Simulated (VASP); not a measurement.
# PtSe (Fm-3m) in VASP: settings compared, part 2 of 2

VASP 6.6.1. The steps go on from the part before.

## Step 4: Single point, PBE

This run uses another cell than the first one, of 21.04 Å³/atom, 1.074 times its volume.

Contents of INCAR:

```
SYSTEM = PtSe
ALGO = Normal
EDIFF = 1E-6
ENCUT = 500
GGA = PE
GGA_COMPAT = .False.
ISIF = 2
ISMEAR = -1
LASPH = .True.
LCHARG = .True.
LELF = .True.
LREAL = .False.
LVHAR = .True.
LWAVE = .False.
NBANDS = 15
NELM = 120
PREC = Accurate
SIGMA = 0.05
```

Contents of KPOINTS:

```
k-points
0
Gamma
  8 8 8
  0 0 0
```

Contents of POSCAR:

```
PtSe
1.0
    0.0000000000      2.7605901271      2.7605901271
    2.7605901271      0.0000000000      2.7605901271
    2.7605901271      2.7605901271      0.0000000000
Pt Se
1 1
Direct
    0.5000000000      0.5000000000      0.5000000000
    0.0000000000      0.0000000000      0.0000000000
```

Command:

```sh
cat potpaw_PBE.64/Pt/POTCAR potpaw_PBE.64/Se/POTCAR > POTCAR
mpirun -np 1 vasp_std > vasp.out
```

Wall time 12 s (1 thread of AMD EPYC 9R14 (Zen 4), shared host); peak memory 0.13 GiB.

It converged, with:

| Quantity | Value |
| --- | --- |
| Free energy | -9.4292 eV |
| Pressure | -12.3 GPa |
| Band gap on the k mesh | zero (band 8 reaches 8.06 eV, above the bottom of band 9 at 4.42 eV) |

Levels at points of the mesh, in eV from the Fermi level:
```csv
k point,band 4,band 5,band 6,band 7,band 8,band 9,band 10,band 11,band 12,band 13
"(0.00, 0.00, 0.00)",-2.51,-2.51,-2.51,-1.26,-1.26,-1.26,0.64,10.14,10.95,10.95
"(0.50, 0.00, 0.00)",-4.56,-1.75,-1.75,-1.39,2.32,2.32,3.47,6.27,6.27,7.34
"(0.50, 0.50, 0.00)",-2.66,-2.66,-2.17,-1.49,-1.49,-1.13,-0.04,8.13,10.56,12.20
```

Caveat: spin-orbit coupling is left out, which moves the levels of the heavy elements.

## Step 5: Single point, PBE

This run uses another cell than the first one, of 21.48 Å³/atom, 1.097 times its volume.

Contents of INCAR:

```
SYSTEM = PtSe
PREC     = Accurate       ! precision mode
ENCUT    = 500            ! plane-wave cutoff, eV
EDIFF    = 1E-6           ! SCF threshold, eV
ISMEAR   = -1             ! smearing method
SIGMA    = 0.05           ! smearing width, eV
LREAL    = .False.        ! projectors in reciprocal space
LASPH    = .True.         ! aspherical terms in the spheres
NELM     = 120            ! most SCF steps
ALGO     = Normal         ! electronic algorithm
ISIF     = 2              ! what is computed and relaxed
LWAVE    = .False.        ! write WAVECAR
LCHARG   = .False.        ! write CHGCAR
GGA      = PE             ! functional
NBANDS   = 15             ! bands
GGA_COMPAT= .False.
```

Contents of KPOINTS:

```
regular mesh
0
Gamma
  8 8 8
  0 0 0
```

Contents of POSCAR:

```
PtSe
1.0
    0.0000000000      2.7796292813      2.7796292813
    2.7796292813      0.0000000000      2.7796292813
    2.7796292813      2.7796292813      0.0000000000
Pt Se
1 1
Direct
    0.5000000000      0.5000000000      0.5000000000
    0.0000000000      0.0000000000      0.0000000000
```

Command:

```sh
cat potpaw_PBE.64/Pt/POTCAR potpaw_PBE.64/Se/POTCAR > POTCAR
mpirun -np 1 vasp_std > vasp.out
```

It took 13 s on 1 thread of AMD EPYC 9R14 (Zen 4), shared host; peak memory 0.14 GiB.

Results (log left out):

- Free energy: -9.3585 eV
- Pressure: -13.5 GPa
- Band gap on the k mesh: zero (band 8 reaches 7.72 eV, above the bottom of band 9 at 4.18 eV)

Levels at points of the mesh, in eV from the Fermi level:
| k point | band 4 | band 5 | band 6 | band 7 | band 8 | band 9 | band 10 | band 11 | band 12 | band 13 |
| --- | --- | --- | --- | --- | --- | --- | --- | --- | --- | --- |
| (0.00, 0.00, 0.00) | -2.41 | -2.41 | -2.41 | -1.22 | -1.22 | -1.22 | 0.55 | 10.18 | 10.88 | 10.88 |
| (0.50, 0.00, 0.00) | -4.43 | -1.69 | -1.69 | -1.34 | 2.25 | 2.25 | 3.50 | 6.28 | 6.28 | 7.15 |
| (0.50, 0.50, 0.00) | -2.59 | -2.59 | -2.10 | -1.44 | -1.44 | -1.11 | -0.04 | 8.09 | 10.42 | 12.05 |

Caveat: spin-orbit coupling is left out, which moves the levels of the heavy elements.

## Step 6: Single point, PBE

This run uses another cell than the first one, of 22.35 Å³/atom, 1.142 times its volume.

Contents of INCAR:

```
SYSTEM = PtSe
PREC = Accurate ; ENCUT = 500
EDIFF = 1E-6 ; ISMEAR = -1
SIGMA = 0.05 ; LREAL = .FALSE.
LASPH = .TRUE. ; NELM = 120
ALGO = Normal ; ISIF = 2
LWAVE = .FALSE. ; LCHARG = .FALSE.
GGA = PE ; NBANDS = 15
GGA_COMPAT = .FALSE.
```

Contents of KPOINTS:

```
regular mesh
0
G
  8 8 8
  0 0 0
```

Contents of POSCAR:

```
PtSe
1.0
    0.0000000000      2.8169441941      2.8169441941
    2.8169441941      0.0000000000      2.8169441941
    2.8169441941      2.8169441941      0.0000000000
Pt Se
1 1
Direct
    0.5000000000      0.5000000000      0.5000000000
    0.0000000000      0.0000000000      0.0000000000
```

Potentials or basis: VASP PAW PBE potentials, release 64 (Pt, Se).

Command:

```sh
cat potpaw_PBE.64/Pt/POTCAR potpaw_PBE.64/Se/POTCAR > POTCAR
mpirun -np 1 vasp_std > vasp.out
```

OUTCAR:

```text
SYSTEM = PtSe
   PREC = Accurate
   ENCUT = 500
   EDIFF = 1E-6
   ISMEAR = -1
   LREAL = .FALSE.
   LASPH = .TRUE.
   NELM = 120
   ISIF = 2
   GGA = PE

 ion  position               nearest neighbor table
   1  0.500  0.500  0.500-   2 2.82   2 2.82   2 2.82   2 2.82   2 2.82   2 2.82
   2  0.000  0.000  0.000-   1 2.82   1 2.82   1 2.82   1 2.82   1 2.82   1 2.82

  LATTYP: Found a face centered cubic cell.
 ALAT       =     5.6338883882

  Lattice vectors:

 A1 = (   0.0000000000,   2.8169441941,   2.8169441941)
 A2 = (   2.8169441941,   0.0000000000,   2.8169441941)
 A3 = (   2.8169441941,   2.8169441941,   0.0000000000)

Analysis of symmetry for initial positions (statically):
=====================================================================
 Subroutine PRICEL returns:
 Original cell was already a primitive cell.

 Routine SETGRP: Setting up the symmetry group for a
 face centered cubic supercell.

 Subroutine GETGRP returns: Found 48 space group operations
 (whereof 48 operations were pure point group operations)
 out of a pool of 48 trial point group operations.

The static configuration has the point symmetry O_h .

Analysis of symmetry for dynamics (positions and initial velocities):
[... 165 lines left out ...]

 k-point     1 :       0.0000    0.0000    0.0000
  band No.  band energies     occupation
      1      -8.8747      2.00000
      2       2.6837      2.00000
      3       2.6837      2.00000
      4       2.7369      2.00000
      5       2.7369      2.00000
      6       2.7369      2.00000
      7       3.8170      2.00000
      8       3.8170      2.00000
      9       3.8170      2.00000
     10       5.3768      0.00061
     11      15.2374      0.00000
     12      15.7332      0.00000
     13      15.7332      0.00000
     14      15.7332      0.00000
[... 401 lines left out ...]
      2      -0.4888      2.00000
      3       0.8765      2.00000
      4       0.9555      2.00000
      5       3.2964      2.00000
      6       3.3796      2.00000
      7       3.6397      2.00000
      8       5.1986      0.02146
      9       5.7120      0.00000
     10       9.3400      0.00000
     11      10.3056      0.00000
     12      12.9250      0.00000
     13      13.3926      0.00000
     14      17.2423      0.00000
     15      18.0402      0.00000

 [... further k-points ...]
[... 5 lines left out ...]
  --------------------------------------------------------------------------------------
  -------------------------------------------------------------------------------------
  Total       -4.3054575     -4.3054575     -4.3054575      0.0000000      0.0000000      0.0000000
  in kB     -154.2997288   -154.2997288   -154.2997288      0.0000000      0.0000000      0.0000000
  external PRESSURE =    -154.2997288 kB  Pullay stress =       0.0000000 kB

 VOLUME and BASIS-vectors are now :
 -----------------------------------------------------------------------------
  energy-cutoff  :      500.00
  volume of cell :       44.71
      direct lattice vectors                 reciprocal lattice vectors
     0.000000000  2.816944194  2.816944194    -0.177497304  0.177497304  0.177497304
     2.816944194  0.000000000  2.816944194     0.177497304 -0.177497304  0.177497304
     2.816944194  2.816944194  0.000000000     0.177497304  0.177497304 -0.177497304

 POSITION                                       TOTAL-FORCE (eV/Angst)
 -----------------------------------------------------------------------------------
      2.81694      2.81694      2.81694        -0.000000      0.000000      0.000000
      0.00000      0.00000      0.00000         0.000000     -0.000000     -0.000000
 -----------------------------------------------------------------------------------
    total drift:                                0.000000     -0.000000      0.000000

  FREE ENERGIE OF THE ION-ELECTRON SYSTEM (eV)
  ---------------------------------------------------
  free  energy   TOTEN  =        -9.1998577858 eV

  energy  without entropy=       -9.1890214730  energy(sigma->0) =       -9.19443963
```

OSZICAR:

```text
N       E                     dE             d eps       ncg     rms          rms(c)
DAV:   1     0.620698272071E+02    0.62070E+02   -0.69905E+03   870   0.912E+02
DAV:   2    -0.750841891437E+01   -0.69578E+02   -0.61895E+02  1066   0.181E+02
DAV:   3    -0.937153090513E+01   -0.18631E+01   -0.18427E+01  1087   0.277E+01
DAV:   4    -0.938061682093E+01   -0.90859E-02   -0.90851E-02  1059   0.226E+00
DAV:   5    -0.938072661808E+01   -0.10980E-03   -0.10980E-03  1122   0.259E-01    0.580E+00
DAV:   6    -0.922508232272E+01    0.15564E+00   -0.72414E-01   926   0.696E+00    0.360E+00
DAV:   7    -0.920017678836E+01    0.24906E-01   -0.66245E-02   975   0.235E+00    0.209E+00
DAV:   8    -0.920005908443E+01    0.11770E-03   -0.23636E-02  1052   0.112E+00    0.375E-01
DAV:   9    -0.919991041724E+01    0.14867E-03   -0.13143E-03   968   0.236E-01    0.542E-02
DAV:  10    -0.919985184935E+01    0.58568E-04   -0.23661E-04  1087   0.133E-01    0.158E-02
DAV:  11    -0.919985819825E+01   -0.63489E-05   -0.11669E-05  1038   0.258E-02    0.681E-03
DAV:  12    -0.919985778583E+01    0.41242E-06   -0.33928E-07   778   0.441E-03
   1 F= -.91998578E+01 E0= -.91944396E+01  d E =-.108363E-01
```

stdout:

```text
POSCAR found type information on POSCAR PtSe
 POSCAR found :  2 types and       2 ions
 scaLAPACK will be used
 LDA part: xc-table for (Slater+PW92), standard interpolation
 POSCAR, INCAR and KPOINTS ok, starting setup
 FFT: planning ... GRIDC
 FFT: planning ... GRID_SOFT
 FFT: planning ... GRID
 WAVECAR not read
 entering main loop
```

Wall time 12 s (1 thread of AMD EPYC 9R14 (Zen 4), shared host); peak memory 0.14 GiB.

Results:

| Property | Result |
| --- | --- |
| Free energy | -9.1999 eV |
| Pressure | -15.4 GPa |
| Band gap on the k mesh | zero (band 8 reaches 7.09 eV, above the bottom of band 9 at 3.73 eV) |

Caveat: spin-orbit coupling is left out, which moves the levels of the heavy elements.

## Step 7: Summary

| level | cell | k mesh | cutoff (eV) | grid for exact exchange (PRECFOCK) | gap on the mesh (eV) | pressure (GPa) |
| --- | --- | --- | --- | --- | --- | --- |
| HF | a = 3.812 Å, angles 60.0°, 2 atoms | 4 × 4 × 4 | 520 | Normal | none | -6.0 |
| PBE | a = 3.877 Å, angles 60.0°, 2 atoms | 8 × 8 × 8 | 500 | - | none | -10.9 |
| PBE | a = 3.904 Å, angles 60.0°, 2 atoms | 8 × 8 × 8 | 500 | - | none | -12.3 |
| PBE | a = 3.931 Å, angles 60.0°, 2 atoms | 8 × 8 × 8 | 500 | - | none | -13.5 |
| PBE | a = 3.984 Å, angles 60.0°, 2 atoms | 8 × 8 × 8 | 500 | - | none | -15.4 |

Alike in all rows: task single point; potentials or basis VASP PAW PBE potentials, release 64 (Pt, Se); no spin polarisation; smearing fermi-dirac 0.05 eV.

Caveats: some runs use coarse meshes; spin-orbit coupling is left out, which moves the levels of the heavy elements; the PAW data sets were made with another functional, which shifts forces and pressure a little (some runs).

Total energies depend on the potentials used, so only differences within one code and one set of settings carry meaning.
